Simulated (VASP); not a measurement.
# CdS (F-43m) in VASP: a series of runs

CdS is run at these levels: LDA; tasks: single point.

Program: VASP 6.6.1. These are calculated values, not measurements. Logs are shortened: lines on timing, memory, paths and dates and some standing lists are left out, and cuts for length are marked.

**1. The cell of the first run**

Symmetry: F-43m, No. 216, cubic system. Conventional cell: a = 5.840 Å, b = 5.840 Å, c = 5.840 Å, α = 90.00°, β = 90.00°, γ = 90.00°. Within 3.3 Å of Cd (site symmetry -43m) lie 4 S at 2.53 Å. S (site symmetry -43m) has 4 Cd at 2.53 Å within 3.3 Å.

**2. Single point, LDA**

Contents of INCAR:

```
SYSTEM = CdS
ALGO = Normal
EDIFF = 1E-6
ENCUT = 500
GGA = CA
GGA_COMPAT = .FALSE.
ISIF = 2
ISMEAR = 0
LASPH = .TRUE.
LCHARG = .FALSE.
LREAL = .FALSE.
LWAVE = .FALSE.
NBANDS = 16
NELM = 120
PREC = Accurate
SIGMA = 0.1
```

Contents of KPOINTS:

```
k-points
0
G
  6 6 6
  0 0 0
```

Contents of POSCAR:

```
CdS
1.0
    0.0000000000      2.9200000000      2.9200000000
    2.9200000000      0.0000000000      2.9200000000
    2.9200000000      2.9200000000      0.0000000000
Cd S
1 1
Direct
    0.0000000000      0.0000000000      0.0000000000
    0.2500000000      0.2500000000      0.2500000000
```

Potentials or basis: VASP PAW LDA potentials, release 64 (Cd, S).

Run with:

```bash
$ cat potpaw_LDA.64/Cd/POTCAR potpaw_LDA.64/S/POTCAR > POTCAR
$ mpirun -np 1 vasp_std > vasp.out
```

OUTCAR:

```text
SYSTEM = CdS
   EDIFF = 1E-6
   ENCUT = 500
   GGA = CA
   ISIF = 2
   ISMEAR = 0
   LASPH = .TRUE.
   LREAL = .FALSE.
   NELM = 120
   PREC = Accurate

 ion  position               nearest neighbor table
   1  0.000  0.000  0.000-   2 2.53   2 2.53   2 2.53   2 2.53
   2  0.250  0.250  0.250-   1 2.53   1 2.53   1 2.53   1 2.53

  LATTYP: Found a face centered cubic cell.
 ALAT       =     5.8400000000

  Lattice vectors:

 A1 = (   0.0000000000,   2.9200000000,   2.9200000000)
 A2 = (   2.9200000000,   0.0000000000,   2.9200000000)
 A3 = (   2.9200000000,   2.9200000000,   0.0000000000)

Analysis of symmetry for initial positions (statically):
=====================================================================
 Subroutine PRICEL returns:
 Original cell was already a primitive cell.

 Routine SETGRP: Setting up the symmetry group for a
 face centered cubic supercell.

 Subroutine GETGRP returns: Found 24 space group operations
 (whereof 24 operations were pure point group operations)
 out of a pool of 48 trial point group operations.

The static configuration has the point symmetry T_d .

Analysis of symmetry for dynamics (positions and initial velocities):
=====================================================================
 Subroutine PRICEL returns:
 Original cell was already a primitive cell.

 Routine SETGRP: Setting up the symmetry group for a
 face centered cubic supercell.

 Subroutine GETGRP returns: Found 24 space group operations
 (whereof 24 operations were pure point group operations)
 out of a pool of 48 trial point group operations.

The dynamic configuration has the point symmetry T_d .

 Subroutine INISYM returns: Found 24 space group operations
 (whereof 24 operations are pure point group operations),
 and found     1 'primitive' translations

----------------------------------------------------------------------------------------

                                     Primitive cell

  volume of cell :      49.7942

  direct lattice vectors                    reciprocal lattice vectors
     0.000000000  2.920000000  2.920000000    -0.171232877  0.171232877  0.171232877
     2.920000000  0.000000000  2.920000000     0.171232877 -0.171232877  0.171232877
     2.920000000  2.920000000  0.000000000     0.171232877  0.171232877 -0.171232877

  length of vectors
     4.129503602  4.129503602  4.129503602     0.296584042  0.296584042  0.296584042

  position of ions in fractional coordinates (direct lattice)
     0.000000000  0.000000000  0.000000000
     0.250000000  0.250000000  0.250000000

  ion indices of the primitive-cell ions
   primitive index   ion index
                 1           1
                 2           2

----------------------------------------------------------------------------------------

 KPOINTS: k-points

Automatic generation of k-mesh.
 Grid dimensions read from file:
 generate k-points for:    6    6    6

 Generating k-lattice:

  Cartesian coordinates                     Fractional coordinates (reciprocal lattice)
    -0.028538813  0.028538813  0.028538813     0.166666667  0.000000000  0.000000000
     0.028538813 -0.028538813  0.028538813     0.000000000  0.166666667  0.000000000
     0.028538813  0.028538813 -0.028538813     0.000000000  0.000000000  0.166666667

  Length of vectors
     0.049430674  0.049430674  0.049430674

  Shift w.r.t. Gamma in fractional coordinates (k-lattice)
     0.000000000  0.000000000  0.000000000

 Subroutine IBZKPT returns following result:
 ===========================================

 Found     16 irreducible k-points:

 Following reciprocal coordinates:
            Coordinates               Weight
  0.000000  0.000000  0.000000      1.000000
  0.166667  0.000000  0.000000      8.000000
  0.333333  0.000000  0.000000      8.000000
  0.500000  0.000000  0.000000      4.000000
  0.166667  0.166667  0.000000      6.000000
  0.333333  0.166667  0.000000     24.000000
[... 8 lines left out ...]
 -0.333333  0.333333  0.166667     24.000000
 -0.333333  0.500000  0.166667     12.000000
   k-points           NKPTS =     16   k-points in BZ     NKDIM =     16   number of bands    NBANDS=     16
   number of dos      NEDOS =    301   number of ions     NIONS =      2
   total plane-waves  NPLWV =  27000
   dimension x,y,z NGX =    30 NGY =   30 NGZ =   30
   dimension x,y,z NGXF=    60 NGYF=   60 NGZF=   60
   ions per type =               1   1
   NGX,Y,Z   is equivalent  to a cutoff of  12.08, 12.08, 12.08 a.u.
   NGXF,Y,Z  is equivalent  to a cutoff of  24.15, 24.15, 24.15 a.u.
 SYSTEM =  CdS
   PREC   = accura    normal or accurate (medium, high low for compatibility)
   ISTART =      0    job   : 0-new  1-cont  2-samecut
   ICHARG =      2    charge: 1-file 2-atom 10-const
   ISPIN  =      1    spin polarized calculation?
   LNONCOLLINEAR =      F non collinear calculations
   LSORBIT =      F    spin-orbit coupling
   LASPH  =      T    aspherical Exc in radial PAW
   ENCUT  =  500.0 eV  36.75 Ry    6.06 a.u.   7.53  7.53  7.53*2*pi/ulx,y,z
   NELM   =    120;   NELMIN=  2; NELMDL= -5     # of ELM steps
   EDIFF  = 0.1E-05   stopping-criterion for ELM
   LREAL  =      F    real-space projection
   EDIFFG = 0.1E-04   stopping-criterion for IOM
   NSW    =      0    number of steps for IOM
   IBRION =     -1    ionic relax: 0-MD 1-quasi-New 2-CG
   NFREE  =      0    steps in history (QN), initial steepest desc. (CG)
   ISIF   =      2    stress and relaxation
   ISYM   =      2    0-nonsym 1-usesym 2-fastsym
   POTIM  = 0.5000    time-step for ionic-motion
   TEBEG  =    0.0;   TEEND  =   0.0 temperature during run
   PSTRESS=    0.0 pullay stress
   NELECT =      18.0000    total number of electrons
   NUPDOWN=      -1.0000    fix difference up-down
   EMIN   =  10.00;   EMAX   =-10.00  energy-range for DOS
   EFERMI =   0.00;   METHOD = LEGACY
   ISMEAR =     0;   SIGMA  =   0.10  broadening in eV -4-tet -1-fermi 0-gaus
   EFERMI_NEDOS =   21; number of points for ismear=-14 and -15
   IALGO  =     38    algorithm
   IMIX   =      4    mixing-type and parameters
     AMIX     =   0.40;   BMIX     =  1.00
     AMIX_MAG =   1.60;   BMIX_MAG =  1.00
  volume/ion in A,a.u.               =      24.90       168.01
  Fermi-wavevector in a.u.,A,eV,Ry     =   1.166199  2.203797 18.504210  1.360021
  Thomas-Fermi vector in A             =   2.302716
   LORBIT       =      0    0 simple, 1 ext, 2 COOP (PROOUT), +10 PAW based schemes
   GGA     = CA    functional components
   LHFCALC =     F    Hartree Fock is set to
   AEXX    =    0.0000 exact exchange contribution
   IVDW    =     0    specifies the selected vdW correction
   LEPSILON=     F    determine dielectric tensor
   LRPA    =     F    only Hartree local field effects (RPA)
 non-spin polarized calculation
 Gauss-broadening in eV      SIGMA  =   0.10
  energy-cutoff  :      500.00
  volume of cell :       49.79
 maximum number of plane-waves:      1283
   NGX = 15   NGY = 15   NGZ = 15

 number of electron      18.0000001 magnetization

 Free energy of the ion-electron system (eV)
  ---------------------------------------------------
  ext. energy  EPLUGINS =         0.00000000
  ---------------------------------------------------
  free energy    TOTEN  =        -7.39256615 eV

  energy without entropy =       -7.39256615  energy(sigma->0) =       -7.39256615

 E-fermi :   1.5559     XC(G=0):  -9.5692

 val. band max:        1.0984481837   @ k =   0.0000   0.0000   0.0000
 cond. band min:       1.9808294661   @ k =   0.0000   0.0000   0.0000
 fundamental gap:      0.8823812824
 Fermi energy:         1.5559429138

 k-point     1 :       0.0000    0.0000    0.0000
  band No.  band energies     occupation
      1     -11.2353      2.00000
      2      -6.6682      2.00000
      3      -6.6682      2.00000
      4      -6.6682      2.00000
      5      -6.1887      2.00000
      6      -6.1887      2.00000
[... 8 lines left out ...]
     15      12.5335      0.00000
     16      12.5335      0.00000

 k-point     2 :       0.1667    0.0000    0.0000
  band No.  band energies     occupation
      1     -11.1257      2.00000
      2      -6.6305      2.00000
      3      -6.6305      2.00000
      4      -6.5715      2.00000
      5      -6.1896      2.00000
      6      -6.1896      2.00000
[... 8 lines left out ...]
     15      11.6805      0.00000
     16      12.6018      0.00000

 k-point     3 :       0.3333    0.0000    0.0000
  band No.  band energies     occupation
      1     -10.9052      2.00000
      2      -6.5692      2.00000
      3      -6.5692      2.00000
      4      -6.2027      2.00000
      5      -6.1724      2.00000
      6      -6.1724      2.00000
[... 8 lines left out ...]
     15      12.0900      0.00000
     16      12.0900      0.00000

 k-point     4 :       0.5000    0.0000    0.0000
  band No.  band energies     occupation
      1     -10.7956      2.00000
      2      -6.5483      2.00000
      3      -6.5483      2.00000
      4      -6.1511      2.00000
      5      -6.1511      2.00000
      6      -5.8068      2.00000
[... 8 lines left out ...]
     15      13.5693      0.00000
     16      13.5693      0.00000

 k-point     5 :       0.1667    0.1667    0.0000
  band No.  band energies     occupation
      1     -11.0896      2.00000
      2      -6.5927      2.00000
      3      -6.5919      2.00000
      4      -6.5919      2.00000
      5      -6.2143      2.00000
      6      -6.1668      2.00000
[... 8 lines left out ...]
     15      12.7143      0.00000
     16      14.1791      0.00000

 k-point     6 :       0.3333    0.1667    0.0000
  band No.  band energies     occupation
      1     -10.9072      2.00000
      2      -6.5529      2.00000
      3      -6.5185      2.00000
      4      -6.3653      2.00000
      5      -6.1668      2.00000
      6      -6.1470      2.00000
[... 8 lines left out ...]
     15      12.9002      0.00000
     16      13.8185      0.00000

 k-point     7 :       0.5000    0.1667    0.0000
  band No.  band energies     occupation
      1     -10.7629      2.00000
      2      -6.5270      2.00000
      3      -6.4900      2.00000
      4      -6.2220      2.00000
      5      -6.1448      2.00000
      6      -5.7892      2.00000
[... 8 lines left out ...]
     15      13.6327      0.00000
     16      13.7349      0.00000

 k-point     8 :      -0.3333    0.1667    0.0000
  band No.  band energies     occupation
      1     -10.7986      2.00000
      2      -6.5276      2.00000
      3      -6.5152      2.00000
      4      -6.1954      2.00000
      5      -6.1874      2.00000
      6      -5.9120      2.00000
[... 8 lines left out ...]
     15      12.9296      0.00000
     16      13.8743      0.00000

 k-point     9 :      -0.1667    0.1667    0.0000
  band No.  band energies     occupation
      1     -10.9796      2.00000
      2      -6.5854      2.00000
      3      -6.5646      2.00000
      4      -6.4077      2.00000
      5      -6.2091      2.00000
      6      -6.1525      2.00000
[... 8 lines left out ...]
     15      12.2867      0.00000
     16      14.2334      0.00000

 k-point    10 :       0.3333    0.3333    0.0000
  band No.  band energies     occupation
      1     -10.8005      2.00000
      2      -6.4493      2.00000
      3      -6.4188      2.00000
      4      -6.4188      2.00000
      5      -6.1228      2.00000
      6      -6.0840      2.00000
[... 8 lines left out ...]
     15      13.1601      0.00000
     16      16.2578      0.00000

 k-point    11 :       0.5000    0.3333    0.0000
  band No.  band energies     occupation
      1     -10.6953      2.00000
      2      -6.4642      2.00000
      3      -6.3732      2.00000
      4      -6.3260      2.00000
      5      -6.1224      2.00000
      6      -5.7581      2.00000
[... 8 lines left out ...]
     15      13.7610      0.00000
     16      14.6629      0.00000

 k-point    12 :      -0.3333    0.3333    0.0000
  band No.  band energies     occupation
      1     -10.6955      2.00000
      2      -6.4904      2.00000
      3      -6.4144      2.00000
      4      -6.2425      2.00000
      5      -6.1668      2.00000
      6      -5.6283      2.00000
[... 8 lines left out ...]
     15      12.3591      0.00000
     16      15.5988      0.00000

 k-point    13 :       0.5000    0.5000    0.0000
  band No.  band energies     occupation
      1     -10.6603      2.00000
      2      -6.4610      2.00000
      3      -6.3195      2.00000
      4      -6.3195      2.00000
      5      -6.1006      2.00000
      6      -5.7424      2.00000
[... 8 lines left out ...]
     15      13.4487      0.00000
     16      14.5078      0.00000

 k-point    14 :       0.5000    0.3333    0.1667
  band No.  band energies     occupation
      1     -10.7648      2.00000
      2      -6.4808      2.00000
      3      -6.4723      2.00000
      4      -6.2886      2.00000
      5      -6.1493      2.00000
      6      -5.8978      2.00000
[... 8 lines left out ...]
     15      13.9359      0.00000
     16      14.2350      0.00000

 k-point    15 :      -0.3333    0.3333    0.1667
  band No.  band energies     occupation
      1     -10.6955      2.00000
      2      -6.4778      2.00000
      3      -6.4331      2.00000
      4      -6.2323      2.00000
      5      -6.1708      2.00000
      6      -5.6260      2.00000
[... 8 lines left out ...]
     15      13.3827      0.00000
     16      14.3460      0.00000

 k-point    16 :      -0.3333    0.5000    0.1667
  band No.  band energies     occupation
      1     -10.6617      2.00000
      2      -6.4427      2.00000
      3      -6.3979      2.00000
      4      -6.2685      2.00000
      5      -6.1467      2.00000
      6      -5.5951      2.00000
[... 8 lines left out ...]
     15      14.2113      0.00000
     16      14.2413      0.00000

------------------------ aborting loop because EDIFF is reached ----------------------------------------

  FORCE on cell =-STRESS in cart. coord.  units (eV):
  Direction    XX          YY          ZZ          XY          YZ          ZX
  --------------------------------------------------------------------------------------
  -------------------------------------------------------------------------------------
  Total       -0.6840366     -0.6840366     -0.6840366     -0.0000000     -0.0000000     -0.0000000
  in kB      -22.0095615    -22.0095615    -22.0095615     -0.0000000     -0.0000000     -0.0000000
  external PRESSURE =     -22.0095615 kB  Pullay stress =       0.0000000 kB

 VOLUME and BASIS-vectors are now :
 -----------------------------------------------------------------------------
  energy-cutoff  :      500.00
  volume of cell :       49.79
      direct lattice vectors                 reciprocal lattice vectors
     0.000000000  2.920000000  2.920000000    -0.171232877  0.171232877  0.171232877
     2.920000000  0.000000000  2.920000000     0.171232877 -0.171232877  0.171232877
     2.920000000  2.920000000  0.000000000     0.171232877  0.171232877 -0.171232877

 POSITION                                       TOTAL-FORCE (eV/Angst)
 -----------------------------------------------------------------------------------
      0.00000      0.00000      0.00000         0.000000      0.000000     -0.000000
      1.46000      1.46000      1.46000         0.000000     -0.000000      0.000000
 -----------------------------------------------------------------------------------
    total drift:                                0.000000      0.000000      0.000000

  FREE ENERGIE OF THE ION-ELECTRON SYSTEM (eV)
  ---------------------------------------------------
  free  energy   TOTEN  =        -7.3925661470 eV

  energy  without entropy=       -7.3925661470  energy(sigma->0) =       -7.39256615
```

It took 12 s on 1 thread of Intel Xeon 6975P-C (Granite Rapids), shared host; peak memory 0.14 GiB.

What came out:

```yaml
Free_energy: -7.3926 eV
Pressure: -2.2 GPa
Band_gap_on_the_k_mesh: 0.88 eV
```

(Part 1 of 2 ends here.)
